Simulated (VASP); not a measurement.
WSe2 (CdI2 type):

```xyz
3
Lattice="3.6678 0.0000 0.0000 -1.8339 3.1764 0.0000 0.0000 0.0000 5.8684" Properties=species:S:1:pos:R:3 pbc="T T T"
W     0.0000    0.0000    0.0000
Se    0.0000    2.1176    1.4671
Se    1.8339    1.0588    4.4013
```

| Item | Value |
| --- | --- |
| Program | VASP 6.6.1 |
| Task | relaxation of cell and atoms |
| Functional | PBE |
| Potentials or basis | VASP PAW PBE potentials, release 64 (W_sv, Se) |
| Cutoff | 600 eV |
| k mesh | 10 × 10 × 6 |
| Occupations | fermi-dirac, width 0.08 eV |
| Spin | no spin polarisation |

At the start: pressure -2.6 GPa; volume 22.79 Å³/atom.

Task: How do energy, volume and symmetry change on relaxing?

Result: Over 47 steps the energy falls by 168.0 meV/atom and the volume is 23.48 Å³/atom (+3.0 %); space group P-3m1 (No. 164, to 0.1 Å) before and after.

Step by step:
| step | energy change (eV) | largest force (eV/Å) | pressure (GPa) | volume (Å³) |
| --- | --- | --- | --- | --- |
| 1 | 0.0000 | 0.5719 | -2.60 | 68.37 |
| 3 | -0.3874 | 0.7905 | 6.58 | 60.55 |
| 5 | -0.4569 | 0.2128 | 0.63 | 61.90 |
| 7 | -0.4681 | 0.1803 | -0.21 | 63.25 |
| 9 | -0.4714 | 0.1563 | -0.90 | 64.54 |
| 11 | -0.4769 | 0.0713 | 0.42 | 64.57 |
| 13 | -0.4803 | 0.1087 | 0.63 | 64.81 |
| 15 | -0.4989 | 0.0339 | 0.26 | 66.77 |
| 17 | -0.5027 | 0.0015 | 0.38 | 68.26 |
| 19 | -0.5031 | 0.0538 | -0.05 | 68.54 |
| 21 | -0.5034 | 0.0108 | 0.01 | 68.70 |
| 23 | -0.5035 | 0.0127 | -0.02 | 68.77 |
| 25 | -0.5035 | 0.0219 | -0.10 | 68.86 |
| 27 | -0.5035 | 0.0147 | -0.07 | 68.93 |
| 29 | -0.5037 | 0.0110 | 0.03 | 69.18 |
| 31 | -0.5037 | 0.0287 | 0.11 | 69.34 |
| 33 | -0.5038 | 0.0227 | 0.06 | 69.49 |
| 35 | -0.5039 | 0.0014 | -0.12 | 70.16 |
| 37 | -0.5040 | 0.0193 | 0.07 | 70.48 |
| 39 | -0.5040 | 0.0101 | -0.02 | 70.34 |
| 41 | -0.5040 | 0.0148 | 0.02 | 70.40 |
| 43 | -0.5041 | 0.0004 | -0.04 | 70.45 |
| 45 | -0.5040 | 0.0080 | 0.07 | 70.39 |
| 47 | -0.5041 | 0.0031 | 0.01 | 70.43 |

Final structure:
```
CELL_PARAMETERS angstrom
3.30261 0.00000 0.00000
-1.65131 2.86015 0.00000
0.00000 0.00000 7.45593
ATOMIC_POSITIONS crystal
W 0.00000 0.00000 0.00000
Se 0.33333 0.66667 0.23049
Se 0.66667 0.33333 0.76951
```

Caveat: a cell axis changed by over 15 % at a fixed basis, so the end point is rough; this functional lacks dispersion, which binds layers or chains, so the pressure and a relaxed spacing across them are unreliable.
